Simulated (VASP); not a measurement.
AgPdCl3:

```
Ag Pd Cl
1.0
     6.74067    0.00000    0.00000
    -3.37033    5.83759    0.00000
     0.00000    0.00000    5.75890
Ag Pd Cl
2 2 6
Cartesian
  0.0000 0.0000 2.8795
  0.0000 0.0000 0.0000
  0.0000 3.8917 4.3192
  3.3703 1.9459 1.4397
  0.0000 1.7046 1.4397
  5.2645 0.8523 4.3192
  3.3703 4.1330 4.3192
  -1.8941 4.9853 1.4397
  1.8941 4.9853 1.4397
  1.4762 0.8523 4.3192
```

| Item | Value |
| --- | --- |
| Program | VASP 6.6.1 |
| Task | relaxation of cell and atoms |
| Functional | PBE |
| Potentials or basis | VASP PAW PBE potentials, release 64 (Ag, Pd, Cl) |
| Cutoff | 600 eV |
| k mesh | 3 × 3 × 4 |
| Occupations | gaussian, width 0.1 eV |
| Spin | no spin polarisation |

At the start: pressure 22.1 GPa; volume 22.66 Å³/atom.

**Question.** How do energy, volume and symmetry change on relaxing?

**Answer.** Over 14 steps the energy falls by 640.2 meV/atom and the volume is 23.67 Å³/atom (+4.5 %); space group P6_3/mmc (No. 194, to 0.05 Å).

The path:
```csv
step,energy change (eV),largest force (eV/Å),pressure (GPa),volume (Å³)
1,0.0000,6.1579,22.06,226.61
2,-4.0769,0.7430,-4.97,344.89
3,-5.6732,0.3942,-1.42,286.73
4,-5.6754,0.4445,-1.23,285.43
5,-5.6750,0.4956,-1.05,284.17
6,-5.7914,0.5116,-0.94,277.43
7,-6.1069,0.5363,-0.35,257.79
8,-6.2677,0.2751,3.06,221.08
9,-6.3165,0.4908,1.25,235.67
10,-6.3255,0.4478,1.71,231.30
11,-6.3947,0.0169,0.54,232.54
12,-6.3947,0.0230,0.52,232.56
13,-6.4004,0.0111,0.25,234.71
14,-6.4021,0.0015,0.00,236.72
```

Final structure:
```
Ag Pd Cl
1.0
     6.61056    0.00000    0.00000
    -3.30528    5.72492    0.00000
     0.00000    0.00000    6.25508
Ag Pd Cl
2 2 6
Cartesian
  0.0000 0.0000 3.1275
  0.0000 0.0000 0.0000
  0.0000 3.8166 4.6913
  3.3053 1.9083 1.5638
  0.0000 2.0403 1.5638
  4.8436 1.0202 4.6913
  3.3053 3.6846 4.6913
  -1.5383 4.7047 1.5638
  1.5383 4.7047 1.5638
  1.7670 1.0202 4.6913
```
